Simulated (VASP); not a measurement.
## SnTe: relaxation of cell and atoms with PBE

The system is SnTe.

```
Sn Te
1.0
     3.61896    0.00000    0.00000
     0.00000    3.61896    0.00000
     0.00000    0.00000    4.85146
Sn Te
1 1
Direct
  0.00000 0.00000 0.50000
  0.00000 0.00000 0.00000
```

The cell was generated, and may not be a known phase.

```
Program                : VASP 6.6.1
Task                   : relaxation of cell and atoms
Functional             : PBE
Potentials or basis    : VASP PAW PBE potentials, release 64 (Sn_d, Te)
Cutoff                 : 600 eV
k mesh                 : 6 × 6 × 4
Occupations            : gaussian, width 0.1 eV
Spin                   : no spin polarisation
Dipole correction      : no
Further INCAR settings : ALGO = Normal; EDIFF = 1e-07; IBRION = 2; EDIFFG = -0.04; NSW = 90; ISIF = 3
```

The relaxed volume is 31.56 Å³/atom, the relaxed cell is a = 3.139 Å, b = 3.139 Å, c = 6.409 Å, α = 90.00°, β = 90.00°, γ = 90.00° and the space group after relaxing (to 0.1 Å) is P4/mmm (No. 123). The energy gained by relaxing is 1267.5 meV/atom. The ionic steps are 19 and the pressure after relaxing is 0.0 GPa. The band gap on the k mesh is zero (bands 10 and 11 overlap by 3.74 eV).

Stress tensor (GPa, compression positive):
```
-0.06  0.00  0.00
 0.00 -0.06  0.00
 0.00  0.00  0.10
```

Step by step:
```
step  energy change (eV)  largest force (eV/Å)  pressure (GPa)  volume (Å³)
   1              0.0000                0.0000           21.94        63.54
   2             -1.1818                0.0000           -6.53       103.53
   3             -1.4124                0.0000           -6.70        97.96
   4             -1.5966                0.0000           -6.65        93.36
   5             -1.9813                0.0000           -4.03        78.45
   6             -1.9423                0.0000           -0.84        73.92
   7             -1.9882                0.0000           -3.24        77.18
   8             -2.2086                0.0000           -2.46        70.34
   9             -2.0555                0.0000           15.19        51.41
  10             -2.3451                0.0000           -0.51        65.25
  11             -2.4402                0.0000            4.25        58.16
  12             -2.4424                0.0000            2.74        59.89
  13             -2.4902                0.0000            3.45        59.12
  14             -2.4998                0.0000            3.02        59.38
  15             -2.4999                0.0000            3.08        59.34
  16             -2.5318                0.0000            0.82        61.99
  17             -2.5347                0.0000           -0.09        63.23
  18             -2.5347                0.0000            0.00        63.13
  19             -2.5350                0.0000           -0.01        63.13
```

Final structure:
```yaml
crystal:
  lattice:
    - [3.13860, 0.00000, 0.00000]
    - [0.00000, 3.13860, 0.00000]
    - [0.00000, 0.00000, 6.40851]
  atoms:
    - { symbol: Sn, position: [0.00000, 0.00000, 0.50000] }
    - { symbol: Te, position: [0.00000, 0.00000, 0.00000] }
```

Levels at points of the mesh, in eV from the Fermi level:
```csv
k point,band 8,band 9,band 10,band 11,band 12,band 13
"(0.00, 0.00, 0.00)",-5.07,2.20,2.20,3.07,6.55,6.55
"(0.50, 0.00, 0.00)",-5.52,-3.19,-2.61,2.67,3.72,5.08
"(0.50, 0.50, 0.00)",-3.81,-2.70,-1.45,-0.49,-0.49,2.62
"(0.00, 0.00, 0.50)",-2.45,-0.98,2.28,2.28,6.16,6.16
"(0.50, 0.00, 0.50)",-5.34,-3.14,-0.54,1.34,3.79,5.19
"(0.50, 0.50, 0.50)",-3.69,-3.69,-0.91,-0.91,1.50,3.02
```

It took 4.4 min on 1 thread of Intel(R) Xeon(R) Platinum 8488C (Sapphire Rapids), on a shared host, peak memory 0.21 GiB.

Caveat: a cell axis changed by over 15 % at a fixed basis, so the end point is rough; spin-orbit coupling is left out, which moves the levels of the heavy elements.
